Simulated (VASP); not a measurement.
Crystal: SiO2.

```
Si O
1.0
     4.35260    0.00000    0.00000
     0.00000    4.35260    0.00000
     0.00000    0.00000    2.77559
Si O
2 4
Direct
  0.00000 0.00000 0.00000
  0.50000 0.50000 0.50000
  0.31091 0.31091 0.00000
  0.18909 0.81091 0.50000
  0.81091 0.18909 0.50000
  0.68909 0.68909 0.00000
```

This cell differs from its parent crystal: strain +4.0%.

Base run:

- Program: VASP 6.6.1
- Functional: r2SCAN
- Potentials or basis: VASP PAW PBE potentials, release 64 (Si, O)
- Cutoff: 520 eV
- k mesh: 6 × 6 × 10
- Occupations: gaussian, width 0.01 eV
- Spin: no spin polarisation

Its results: band gap on the k mesh 4.62 eV; pressure -28.5 GPa; largest force 0.021 eV/Å.

Problem. The run is repeated on the same cell with these changes: functional from r2SCAN to HSE06; k mesh from 6 × 6 × 10 to 4 × 4 × 6. What comes out?

Solution. Band gap on the k mesh 5.71 eV; pressure -30.5 GPa; largest force 0.065 eV/Å.

Several settings changed at once.

Caveats: the cell stands under tension; the PAW data sets were made with another functional, which shifts forces and pressure a little.

A k mesh can miss the band edges.
